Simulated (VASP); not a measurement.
Input of a VASP 6.6.1 run:

Contents of INCAR:

```
PREC = Accurate
ENCUT = 600
EDIFF = 1E-6
ISMEAR = 0
SIGMA = 0.1
LREAL = False
LASPH = True
NELM = 60
ALGO = Fast
ISIF = 3
LWAVE = False
LCHARG = False
GGA = PE
IBRION = 2
NSW = 100
EDIFFG = -0.01
```

File KPOINTS:

```
regular mesh
0
Gamma
  10 10 10
```

The input POSCAR:

```
CsTa3
1.0
    4.4145720093      0.0000000000      0.0000000000
    0.0000000000      4.4145720093      0.0000000000
    0.0000000000      0.0000000000      4.4145720093
Cs Ta
1 3
Direct
    0.0000000000      0.0000000000      0.0000000000
    0.0000000000      0.5000000000      0.5000000000
    0.5000000000      0.0000000000      0.5000000000
    0.5000000000      0.5000000000      0.0000000000
```

Potentials or basis: VASP PAW PBE potentials, release 64 (Cs_sv, Ta_pv).

The run is started by

```sh
$ cat potpaw_PBE.64/Cs_sv/POTCAR potpaw_PBE.64/Ta_pv/POTCAR > POTCAR
$ mpirun -np 1 vasp_std > vasp.out
```

Predict the relaxed volume.

21.57 Å³/atom.

Estimate the space group after relaxing (to 0.05 Å).

Pm-3m (No. 221).

Estimate the band gap on the k mesh.

zero (band 21 reaches 6.40 eV, above the bottom of band 22 at 5.16 eV).

Final structure:
```
Cs Ta
1.0
     4.41887    0.00000    0.00000
     0.00000    4.41887    0.00000
     0.00000    0.00000    4.41887
Cs Ta
1 3
Cartesian
  0.0000 0.0000 0.0000
  0.0000 2.2094 2.2094
  2.2094 0.0000 2.2094
  2.2094 2.2094 0.0000
```

Caveat: spin-orbit coupling is left out, which moves the levels of the heavy elements.
